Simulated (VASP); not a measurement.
A run of VASP 6.6.1 is set up as follows.

INCAR

```
SYSTEM = MgS
ALGO = Normal
EDIFF = 1E-6
ENCUT = 520
GGA = PE
ISIF = 2
ISMEAR = 0
LASPH = .TRUE.
LCHARG = .FALSE.
LREAL = .FALSE.
LWAVE = .FALSE.
NBANDS = 11
NELM = 80
PREC = Accurate
SIGMA = 0.02
```

The input KPOINTS:

```
k-points
0
G
  8 8 8
  0 0 0
```

The input POSCAR:

```
MgS
1.0
    0.0000000000      2.6148576573      2.6148576573
    2.6148576573      0.0000000000      2.6148576573
    2.6148576573      2.6148576573      0.0000000000
Mg S
1 1
Direct
    0.0000000000      0.0000000000      0.0000000000
    0.5000000000      0.5000000000      0.5000000000
```

Potentials or basis: VASP PAW PBE potentials, release 64 (Mg, S).

Command:

```sh
$ cat potpaw_PBE.64/Mg/POTCAR potpaw_PBE.64/S/POTCAR > POTCAR
$ mpirun -np 1 vasp_std > vasp.out
```

(1) Predict the band gap on the k mesh.

(2) Predict the pressure.

## Answers

(1) 2.74 eV, indirect (least direct gap 3.59 eV).

(2) -0.3 GPa.
